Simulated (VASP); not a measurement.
# SnSe (Fm-3m) in VASP: single point with r2SCAN

Aim: the single point of SnSe with r2SCAN.

Everything below comes from runs of VASP 6.6.1. Logs are shortened: lines on timing, memory, paths and dates and some standing lists are left out, and cuts for length are marked.

### 1 The cell of the first run

The structure is cubic, space group Fm-3m (No. 225). Conventional cell: a = 5.970 Å, b = 5.970 Å, c = 5.970 Å, α = 90.00°, β = 90.00°, γ = 90.00°. Within 3.9 Å of Sn (site symmetry m-3m) lie 6 Se at 2.98 Å. Within 3.9 Å of Se (site symmetry m-3m) lie 6 Sn at 2.98 Å.

### 2 Single point, r2SCAN

Contents of POSCAR:

```
SnSe
1.0
    0.0000000000      2.9848894956      2.9848894956
    2.9848894956      0.0000000000      2.9848894956
    2.9848894956      2.9848894956      0.0000000000
Sn Se
1 1
Direct
    0.0000000000      0.0000000000      0.0000000000
    0.5000000000      0.5000000000      0.5000000000
```

Contents of INCAR.step1:

```
PREC = Accurate
ENCUT = 520
ISMEAR = 0
SIGMA = 0.01
LREAL = False
LASPH = True
NELM = 100
NBANDS = 17
GGA = PE
ALGO = Normal
EDIFF = 1E-4
LWAVE = True
LCHARG = False
```

Contents of INCAR.step2:

```
PREC = Accurate
ENCUT = 520
EDIFF = 1E-6
ISMEAR = 0
SIGMA = 0.01
LREAL = False
LASPH = True
NELM = 100
ALGO = Normal
ISIF = 2
LWAVE = False
LCHARG = True
METAGGA = R2SCAN
LMIXTAU = True
LELF = True
LVHAR = True
NBANDS = 17
ISTART = 1
```

Contents of KPOINTS:

```
Automatic mesh
0
Gamma
  6 6 6
```

Potentials or basis: VASP PAW PBE potentials, release 64 (Sn_d, Se).

Run with:

```
$ cat potpaw_PBE.64/Sn_d/POTCAR potpaw_PBE.64/Se/POTCAR > POTCAR
$ cp INCAR.step1 INCAR
$ mpirun -np 1 vasp_std > vasp.out
$ cp INCAR.step2 INCAR
$ mpirun -np 1 vasp_std > vasp.out
```

OUTCAR:

```text
PREC = Accurate
   ENCUT = 520
   EDIFF = 1E-6
   ISMEAR = 0
   LREAL = False
   LASPH = True
   NELM = 100
   ISIF = 2
   METAGGA = R2SCAN
   ISTART = 1

 ion  position               nearest neighbor table
   1  0.000  0.000  0.000-   2 2.98   2 2.98   2 2.98   2 2.98   2 2.98   2 2.98
   2  0.500  0.500  0.500-   1 2.98   1 2.98   1 2.98   1 2.98   1 2.98   1 2.98

  LATTYP: Found a face centered cubic cell.
 ALAT       =     5.9697789912

  Lattice vectors:

 A1 = (   0.0000000000,   2.9848894956,   2.9848894956)
 A2 = (   2.9848894956,   0.0000000000,   2.9848894956)
 A3 = (   2.9848894956,   2.9848894956,   0.0000000000)

Analysis of symmetry for initial positions (statically):
=====================================================================
 Subroutine PRICEL returns:
 Original cell was already a primitive cell.

 Routine SETGRP: Setting up the symmetry group for a
 face centered cubic supercell.

 Subroutine GETGRP returns: Found 48 space group operations
 (whereof 48 operations were pure point group operations)
 out of a pool of 48 trial point group operations.

The static configuration has the point symmetry O_h .

Analysis of symmetry for dynamics (positions and initial velocities):
=====================================================================
 Subroutine PRICEL returns:
 Original cell was already a primitive cell.

 Routine SETGRP: Setting up the symmetry group for a
 face centered cubic supercell.

 Subroutine GETGRP returns: Found 48 space group operations
 (whereof 48 operations were pure point group operations)
 out of a pool of 48 trial point group operations.

The dynamic configuration has the point symmetry O_h .

 Subroutine INISYM returns: Found 48 space group operations
 (whereof 48 operations are pure point group operations),
 and found     1 'primitive' translations

----------------------------------------------------------------------------------------

                                     Primitive cell

  volume of cell :      53.1881

  direct lattice vectors                    reciprocal lattice vectors
     0.000000000  2.984889496  2.984889496    -0.167510389  0.167510389  0.167510389
     2.984889496  0.000000000  2.984889496     0.167510389 -0.167510389  0.167510389
     2.984889496  2.984889496  0.000000000     0.167510389  0.167510389 -0.167510389

  length of vectors
     4.221271207  4.221271207  4.221271207     0.290136504  0.290136504  0.290136504

  position of ions in fractional coordinates (direct lattice)
     0.000000000  0.000000000  0.000000000
     0.500000000  0.500000000  0.500000000

  ion indices of the primitive-cell ions
   primitive index   ion index
                 1           1
                 2           2

----------------------------------------------------------------------------------------

 KPOINTS: Automatic mesh

Automatic generation of k-mesh.
 Grid dimensions read from file:
 generate k-points for:    6    6    6

 Generating k-lattice:

  Cartesian coordinates                     Fractional coordinates (reciprocal lattice)
    -0.027918398  0.027918398  0.027918398     0.166666667  0.000000000  0.000000000
     0.027918398 -0.027918398  0.027918398     0.000000000  0.166666667  0.000000000
     0.027918398  0.027918398 -0.027918398     0.000000000  0.000000000  0.166666667

  Length of vectors
     0.048356084  0.048356084  0.048356084

  Shift w.r.t. Gamma in fractional coordinates (k-lattice)
     0.000000000  0.000000000  0.000000000

 Subroutine IBZKPT returns following result:
 ===========================================

 Found     16 irreducible k-points:

 Following reciprocal coordinates:
            Coordinates               Weight
  0.000000  0.000000  0.000000      1.000000
  0.166667  0.000000  0.000000      8.000000
  0.333333  0.000000  0.000000      8.000000
  0.500000  0.000000  0.000000      4.000000
  0.166667  0.166667  0.000000      6.000000
  0.333333  0.166667  0.000000     24.000000
[... 8 lines left out ...]
 -0.333333  0.333333  0.166667     24.000000
 -0.333333  0.500000  0.166667     12.000000
   k-points           NKPTS =     16   k-points in BZ     NKDIM =     16   number of bands    NBANDS=     17
   number of dos      NEDOS =    301   number of ions     NIONS =      2
   total plane-waves  NPLWV =  32768
   dimension x,y,z NGX =    32 NGY =   32 NGZ =   32
   dimension x,y,z NGXF=    64 NGYF=   64 NGZF=   64
   ions per type =               1   1
   NGX,Y,Z   is equivalent  to a cutoff of  12.60, 12.60, 12.60 a.u.
   NGXF,Y,Z  is equivalent  to a cutoff of  25.21, 25.21, 25.21 a.u.
 SYSTEM =  unknown system
   PREC   = accura    normal or accurate (medium, high low for compatibility)
   ISTART =      1    job   : 0-new  1-cont  2-samecut
   ICHARG =      0    charge: 1-file 2-atom 10-const
   ISPIN  =      1    spin polarized calculation?
   LNONCOLLINEAR =      F non collinear calculations
   LSORBIT =      F    spin-orbit coupling
   LASPH  =      T    aspherical Exc in radial PAW
   ENCUT  =  520.0 eV  38.22 Ry    6.18 a.u.   7.85  7.85  7.85*2*pi/ulx,y,z
   NELM   =    100;   NELMIN=  2; NELMDL=  0     # of ELM steps
   EDIFF  = 0.1E-05   stopping-criterion for ELM
   LREAL  =      F    real-space projection
   EDIFFG = 0.1E-04   stopping-criterion for IOM
   NSW    =      0    number of steps for IOM
   IBRION =     -1    ionic relax: 0-MD 1-quasi-New 2-CG
   NFREE  =      0    steps in history (QN), initial steepest desc. (CG)
   ISIF   =      2    stress and relaxation
   ISYM   =      2    0-nonsym 1-usesym 2-fastsym
   POTIM  = 0.5000    time-step for ionic-motion
   TEBEG  =    0.0;   TEEND  =   0.0 temperature during run
   PSTRESS=    0.0 pullay stress
   NELECT =      20.0000    total number of electrons
   NUPDOWN=      -1.0000    fix difference up-down
   EMIN   =  10.00;   EMAX   =-10.00  energy-range for DOS
   EFERMI =   0.00;   METHOD = LEGACY
   ISMEAR =     0;   SIGMA  =   0.01  broadening in eV -4-tet -1-fermi 0-gaus
   EFERMI_NEDOS =   21; number of points for ismear=-14 and -15
   IALGO  =     38    algorithm
   IMIX   =      4    mixing-type and parameters
     AMIX     =   0.40;   BMIX     =  1.00
     AMIX_MAG =   1.60;   BMIX_MAG =  1.00
  volume/ion in A,a.u.               =      26.59       179.47
  Fermi-wavevector in a.u.,A,eV,Ry     =   1.181626  2.232949 18.996987  1.396239
  Thomas-Fermi vector in A             =   2.317895
   LORBIT       =      0    0 simple, 1 ext, 2 COOP (PROOUT), +10 PAW based schemes
   METAGGA = R2SCAN    functional components
   LHFCALC =     F    Hartree Fock is set to
   AEXX    =    0.0000 exact exchange contribution
   IVDW    =     0    specifies the selected vdW correction
   LEPSILON=     F    determine dielectric tensor
   LRPA    =     F    only Hartree local field effects (RPA)
 non-spin polarized calculation
 Gauss-broadening in eV      SIGMA  =   0.01
  energy-cutoff  :      520.00
  volume of cell :       53.19
 maximum number of plane-waves:      1459
   NGX = 15   NGY = 15   NGZ = 15

 number of electron      20.0000008 magnetization

 Free energy of the ion-electron system (eV)
  ---------------------------------------------------
  ext. energy  EPLUGINS =         0.00000000
  ---------------------------------------------------
  free energy    TOTEN  =       -39.88861196 eV

  energy without entropy =      -39.88861196  energy(sigma->0) =      -39.88861196

 E-fermi :   6.0274     XC(G=0): -10.3208

 val. band max:        5.9729929819   @ k =   0.5000   0.0000   0.0000
 cond. band min:       6.5448083452   @ k =   0.5000   0.0000   0.0000
 fundamental gap:      0.5718153632
 Fermi energy:         6.0274162487

 k-point     1 :       0.0000    0.0000    0.0000
  band No.  band energies     occupation
      1     -16.5599      2.00000
      2     -16.5599      2.00000
      3     -16.5558      2.00000
      4     -16.5558      2.00000
      5     -16.5558      2.00000
      6      -8.9290      2.00000
[... 9 lines left out ...]
     16      11.9965      0.00000
     17      14.3267      0.00000

 k-point     2 :       0.1667    0.0000    0.0000
  band No.  band energies     occupation
      1     -16.5619      2.00000
      2     -16.5619      2.00000
      3     -16.5550      2.00000
      4     -16.5525      2.00000
      5     -16.5525      2.00000
      6      -8.7208      2.00000
[... 9 lines left out ...]
     16      12.6584      0.00000
     17      16.1550      0.00000

 k-point     3 :       0.3333    0.0000    0.0000
  band No.  band energies     occupation
      1     -16.5669      2.00000
      2     -16.5669      2.00000
      3     -16.5537      2.00000
      4     -16.5453      2.00000
      5     -16.5453      2.00000
      6      -8.2197      2.00000
[... 9 lines left out ...]
     16      14.3781      0.00000
     17      18.4576      0.00000

 k-point     4 :       0.5000    0.0000    0.0000
  band No.  band energies     occupation
      1     -16.5695      2.00000
      2     -16.5694      2.00000
      3     -16.5531      2.00000
      4     -16.5417      2.00000
      5     -16.5416      2.00000
      6      -7.9015      2.00000
[... 9 lines left out ...]
     16      16.5093      0.00000
     17      16.5118      0.00000
[... 183 lines left out ...]
      1     -16.5798      2.00000
      2     -16.5602      2.00000
      3     -16.5553      2.00000
      4     -16.5433      2.00000
      5     -16.5411      2.00000
      6      -7.8616      2.00000
[... 9 lines left out ...]
     16      16.3312      0.00000
     17      16.9132      0.00000

 k-point    15 :      -0.3333    0.3333    0.1667
  band No.  band energies     occupation
      1     -16.5817      2.00000
      2     -16.5617      2.00000
      3     -16.5496      2.00000
      4     -16.5479      2.00000
      5     -16.5382      2.00000
      6      -7.6424      2.00000
[... 9 lines left out ...]
     16      17.8110      0.00000
     17      18.0037      0.00000

 k-point    16 :      -0.3333    0.5000    0.1667
  band No.  band energies     occupation
      1     -16.5895      2.00000
      2     -16.5568      2.00000
      3     -16.5564      2.00000
      4     -16.5428      2.00000
      5     -16.5357      2.00000
      6      -7.5552      2.00000
[... 9 lines left out ...]
     16      17.6256      0.00000
     17      19.0980      0.00000

------------------------ aborting loop because EDIFF is reached ----------------------------------------

  FORCE on cell =-STRESS in cart. coord.  units (eV):
  Direction    XX          YY          ZZ          XY          YZ          ZX
  --------------------------------------------------------------------------------------
  -------------------------------------------------------------------------------------
  Total        0.3147216      0.3147216      0.3147216      0.0000000     -0.0000000      0.0000000
  in kB        9.4803058      9.4803058      9.4803058      0.0000000     -0.0000000      0.0000000
  external PRESSURE =       9.4803058 kB  Pullay stress =       0.0000000 kB

 VOLUME and BASIS-vectors are now :
 -----------------------------------------------------------------------------
  energy-cutoff  :      520.00
  volume of cell :       53.19
      direct lattice vectors                 reciprocal lattice vectors
     0.000000000  2.984889496  2.984889496    -0.167510389  0.167510389  0.167510389
     2.984889496  0.000000000  2.984889496     0.167510389 -0.167510389  0.167510389
     2.984889496  2.984889496  0.000000000     0.167510389  0.167510389 -0.167510389

 POSITION                                       TOTAL-FORCE (eV/Angst)
 -----------------------------------------------------------------------------------
      0.00000      0.00000      0.00000         0.000000      0.000000     -0.000000
      2.98489      2.98489      2.98489         0.000000      0.000000      0.000000
 -----------------------------------------------------------------------------------
    total drift:                                0.000000     -0.000000     -0.000000

  FREE ENERGIE OF THE ION-ELECTRON SYSTEM (eV)
  ---------------------------------------------------
  free  energy   TOTEN  =       -39.8886119618 eV

  energy  without entropy=      -39.8886119618  energy(sigma->0) =      -39.88861196
```

Wall time 41 s (1 thread of Intel Xeon 6975P-C (Granite Rapids), shared host); peak memory 0.18 GiB.

What came out:

* Free energy: -39.8886 eV
* Pressure: 0.9 GPa
* Band gap on the k mesh: 0.57 eV, direct

Caveat: the PAW data sets were made with another functional, which shifts forces and pressure a little; spin-orbit coupling is left out, which moves the levels of the heavy elements. A k mesh can miss the band edges.
